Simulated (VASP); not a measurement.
The system is Co.

```
CELL_PARAMETERS angstrom
2.50740 0.00000 0.00000
-1.25370 2.17147 0.00000
0.00000 0.00000 4.06990
ATOMIC_POSITIONS crystal
Co 0.33333 0.66667 0.25000
Co 0.66667 0.33333 0.75000
```

* Program: VASP 6.6.1
* Task: relaxation of volume and atoms at fixed shape
* Functional: LDA
* Potentials or basis: VASP PAW LDA potentials, release 64 (Co)
* Cutoff: 600 eV
* k mesh: 10 × 10 × 6
* Occupations: gaussian, width 0.05 eV
* Spin: collinear spin, ferromagnetic start
* Starting moments: [2.5, 2.5] μB

At the start: pressure -21.5 GPa; volume 11.08 Å³/atom.

Where does the relaxation end?

Over 7 steps the energy falls by 87.3 meV/atom and the volume is 9.94 Å³/atom (-10.3 %); space group P6_3/mmc (No. 194, to 0.05 Å); moment 2.90 μB per cell.

The path:
```
step  energy change (eV)  largest force (eV/Å)  pressure (GPa)  volume (Å³)
   1              0.0000                0.0000          -21.50        22.16
   2              0.0743                0.0000           40.44        17.73
   3             -0.1745                0.0000           -0.83        19.95
   4             -0.1747                0.0000           -0.18        19.89
   5             -0.1746                0.0000            0.40        19.85
   6             -0.1746                0.0000           -0.42        19.91
   7             -0.1747                0.0000           -0.06        19.88
```

Final structure:
```
CELL_PARAMETERS angstrom
2.41840 0.00000 0.00000
-1.20920 2.09439 0.00000
0.00000 0.00000 3.92543
ATOMIC_POSITIONS crystal
Co 0.33333 0.66667 0.25000
Co 0.66667 0.33333 0.75000
```

Caveat: the volume moved by -10 % from the deposited cell, more than functionals usually miss.
